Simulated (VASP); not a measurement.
# Tl (Fm-3m) in VASP: single point with r2SCAN

Aim: the single point of Tl with r2SCAN.

Everything below comes from runs of VASP 6.6.1. Logs are shortened: lines on timing, memory, paths and dates and some standing lists are left out, and cuts for length are marked.

### Step 1. The cell of the first run

It takes space group Fm-3m (No. 225, cubic). The conventional cell has a = 4.924 Å, b = 4.924 Å, c = 4.924 Å, α = 90.00°, β = 90.00°, γ = 90.00°. Within 4.6 Å of Tl (site symmetry m-3m) lie 12 Tl at 3.48 Å.

This isn't the form of Tl at room conditions, which is hcp.

### Step 2. Single point, r2SCAN

Input file POSCAR:

```
Tl
1.0
    0.0000000000      2.4619301252      2.4619301252
    2.4619301252      0.0000000000      2.4619301252
    2.4619301252      2.4619301252      0.0000000000
Tl
1
Direct
    0.0000000000      0.0000000000      0.0000000000
```

Input file INCAR.step1:

```
SYSTEM = Tl
  PREC = Accurate
  ENCUT = 520
  ISMEAR = 0
  SIGMA = 0.05
  LREAL = .FALSE.
  LASPH = .TRUE.
  NELM = 100
  NBANDS = 12
  GGA = PE
  ALGO = Normal
  EDIFF = 1E-4
  LWAVE = .TRUE.
  LCHARG = .FALSE.
```

Input file INCAR.step2:

```
SYSTEM = Tl
  PREC = Accurate
  ENCUT = 520
  EDIFF = 1E-6
  ISMEAR = 0
  SIGMA = 0.05
  LREAL = .FALSE.
  LASPH = .TRUE.
  NELM = 100
  ALGO = Normal
  ISIF = 2
  LWAVE = .FALSE.
  LCHARG = .FALSE.
  METAGGA = R2SCAN
  LMIXTAU = .TRUE.
  NBANDS = 12
  ISTART = 1
```

Input file KPOINTS:

```
Automatic mesh
0
G
  14 14 14
  0 0 0
```

Potentials or basis: VASP PAW PBE potentials, release 64 (Tl_d).

Command:

```bash
$ cat potpaw_PBE.64/Tl_d/POTCAR > POTCAR
$ cp INCAR.step1 INCAR
$ mpirun -np 1 vasp_std > vasp.out
$ cp INCAR.step2 INCAR
$ mpirun -np 1 vasp_std > vasp.out
```

OUTCAR:

```text
SYSTEM = Tl
   PREC = Accurate
   ENCUT = 520
   EDIFF = 1E-6
   ISMEAR = 0
   LREAL = .FALSE.
   LASPH = .TRUE.
   NELM = 100
   ISIF = 2
   METAGGA = R2SCAN
   ISTART = 1

 ion  position               nearest neighbor table
   1  0.000  0.000  0.000-

  LATTYP: Found a face centered cubic cell.
 ALAT       =     4.9238602504

  Lattice vectors:

 A1 = (   0.0000000000,   2.4619301252,   2.4619301252)
 A2 = (   2.4619301252,   0.0000000000,   2.4619301252)
 A3 = (   2.4619301252,   2.4619301252,   0.0000000000)

Analysis of symmetry for initial positions (statically):
=====================================================================
 Subroutine PRICEL returns:
 Original cell was already a primitive cell.

 Routine SETGRP: Setting up the symmetry group for a
 face centered cubic supercell.

 Subroutine GETGRP returns: Found 48 space group operations
 (whereof 48 operations were pure point group operations)
 out of a pool of 48 trial point group operations.

The static configuration has the point symmetry O_h .

Analysis of symmetry for dynamics (positions and initial velocities):
=====================================================================
 Subroutine PRICEL returns:
 Original cell was already a primitive cell.

 Routine SETGRP: Setting up the symmetry group for a
 face centered cubic supercell.

 Subroutine GETGRP returns: Found 48 space group operations
 (whereof 48 operations were pure point group operations)
 out of a pool of 48 trial point group operations.

The dynamic configuration has the point symmetry O_h .

 Subroutine INISYM returns: Found 48 space group operations
 (whereof 48 operations are pure point group operations),
 and found     1 'primitive' translations

----------------------------------------------------------------------------------------

                                     Primitive cell

  volume of cell :      29.8440

  direct lattice vectors                    reciprocal lattice vectors
     0.000000000  2.461930125  2.461930125    -0.203092685  0.203092685  0.203092685
     2.461930125  0.000000000  2.461930125     0.203092685 -0.203092685  0.203092685
     2.461930125  2.461930125  0.000000000     0.203092685  0.203092685 -0.203092685

  length of vectors
     3.481694973  3.481694973  3.481694973     0.351766849  0.351766849  0.351766849

  position of ions in fractional coordinates (direct lattice)
     0.000000000  0.000000000  0.000000000

  ion indices of the primitive-cell ions
   primitive index   ion index
                 1           1

----------------------------------------------------------------------------------------

[... 82 lines left out ...]
   EMIN   =  10.00;   EMAX   =-10.00  energy-range for DOS
   EFERMI =   0.00;   METHOD = LEGACY
   ISMEAR =     0;   SIGMA  =   0.05  broadening in eV -4-tet -1-fermi 0-gaus
   EFERMI_NEDOS =   21; number of points for ismear=-14 and -15
   IALGO  =     38    algorithm
   IMIX   =      4    mixing-type and parameters
     AMIX     =   0.40;   BMIX     =  1.00
     AMIX_MAG =   1.60;   BMIX_MAG =  1.00
  volume/ion in A,a.u.               =      29.84       201.40
  Fermi-wavevector in a.u.,A,eV,Ry     =   1.240996  2.345142 20.953924  1.540070
  Thomas-Fermi vector in A             =   2.375412
   LORBIT       =      0    0 simple, 1 ext, 2 COOP (PROOUT), +10 PAW based schemes
   METAGGA = R2SCAN    functional components
   LHFCALC =     F    Hartree Fock is set to
   AEXX    =    0.0000 exact exchange contribution
   IVDW    =     0    specifies the selected vdW correction
   LEPSILON=     F    determine dielectric tensor
   LRPA    =     F    only Hartree local field effects (RPA)
 non-spin polarized calculation
 Gauss-broadening in eV      SIGMA  =   0.05
  energy-cutoff  :      520.00
  volume of cell :       29.84
 maximum number of plane-waves:       822
 NGX is ok and might be reduce to    28
   NGX = 13   NGY = 13   NGZ = 13

 number of electron      12.9999999 magnetization

 Free energy of the ion-electron system (eV)
  ---------------------------------------------------
  ext. energy  EPLUGINS =         0.00000000
  ---------------------------------------------------
  free energy    TOTEN  =       -53.15814505 eV

  energy without entropy =      -53.15720140  energy(sigma->0) =      -53.15767322

 E-fermi :   6.1111     XC(G=0): -10.5886

 val. band max:        6.0194362230   @ k =  -0.2857   0.5000   0.2143
 cond. band min:       6.1196198842   @ k =  -0.4286   0.3571   0.1429
 fundamental gap:      0.1001836611
 Fermi energy:         6.1111238506

 k-point     1 :       0.0000    0.0000    0.0000
  band No.  band energies     occupation
      1      -6.0213      2.00000
      2      -6.0213      2.00000
      3      -6.0213      2.00000
      4      -5.7661      2.00000
      5      -5.7661      2.00000
      6      -4.0612      2.00000
      7      16.3398      0.00000
      8      16.3398      0.00000
      9      16.3398      0.00000
     10      17.6433      0.00000
     11      20.7682      0.00000
     12      21.4320      0.00000
[... 331 lines left out ...]
 k-point    24 :       0.2857    0.1429    0.0000
  band No.  band energies     occupation
      1      -6.1187      2.00000
      2      -5.9312      2.00000
      3      -5.8732      2.00000
      4      -5.8215      2.00000
      5      -5.6480      2.00000
      6      -2.4203      2.00000
      7       9.7379      0.00000
      8      13.2981      0.00000
      9      13.8088      0.00000
     10      16.6609      0.00000
     11      18.4886      0.00000
     12      22.7860      0.00000

 [... further k-points ...]

------------------------ aborting loop because EDIFF is reached ----------------------------------------

  FORCE on cell =-STRESS in cart. coord.  units (eV):
  Direction    XX          YY          ZZ          XY          YZ          ZX
  --------------------------------------------------------------------------------------
  -------------------------------------------------------------------------------------
  Total       -0.0038547     -0.0038547     -0.0038547      0.0000000     -0.0000000     -0.0000000
  in kB       -0.2069413     -0.2069413     -0.2069413      0.0000000     -0.0000000     -0.0000000
  external PRESSURE =      -0.2069413 kB  Pullay stress =       0.0000000 kB

 VOLUME and BASIS-vectors are now :
 -----------------------------------------------------------------------------
  energy-cutoff  :      520.00
  volume of cell :       29.84
      direct lattice vectors                 reciprocal lattice vectors
     0.000000000  2.461930125  2.461930125    -0.203092685  0.203092685  0.203092685
     2.461930125  0.000000000  2.461930125     0.203092685 -0.203092685  0.203092685
     2.461930125  2.461930125  0.000000000     0.203092685  0.203092685 -0.203092685

 POSITION                                       TOTAL-FORCE (eV/Angst)
 -----------------------------------------------------------------------------------
      0.00000      0.00000      0.00000         0.000000     -0.000000     -0.000000
 -----------------------------------------------------------------------------------
    total drift:                               -0.000000     -0.000000     -0.000000

  FREE ENERGIE OF THE ION-ELECTRON SYSTEM (eV)
  ---------------------------------------------------
  free  energy   TOTEN  =       -53.1581450511 eV

  energy  without entropy=      -53.1572013960  energy(sigma->0) =      -53.15767322
```

OUTCAR.step1:

```text
SYSTEM = Tl
   PREC = Accurate
   ENCUT = 520
   ISMEAR = 0
   LREAL = .FALSE.
   LASPH = .TRUE.
   NELM = 100
[... 577 lines left out ...]
 -----------------------------------------------------------------------------------
      0.00000      0.00000      0.00000        -0.000000      0.000000      0.000000
 -----------------------------------------------------------------------------------
    total drift:                               -0.000000     -0.000000     -0.000000

  FREE ENERGIE OF THE ION-ELECTRON SYSTEM (eV)
  ---------------------------------------------------
  free  energy   TOTEN  =        -2.2009954424 eV

  energy  without entropy=       -2.1999965704  energy(sigma->0) =       -2.20049601
```

Run time: 55 s. Hardware: 1 thread of Intel Xeon 6975P-C (Granite Rapids), shared host; peak memory 0.18 GiB.

Results:

```yaml
Free_energy: -53.1581 eV
Pressure: 0.0 GPa
Band_gap_on_the_k_mesh: zero (an odd number of electrons rules out a gap without spin polarisation)
```

Caveat: the PAW data sets were made with another functional, which shifts forces and pressure a little; spin-orbit coupling is left out, which moves the levels of the heavy elements.
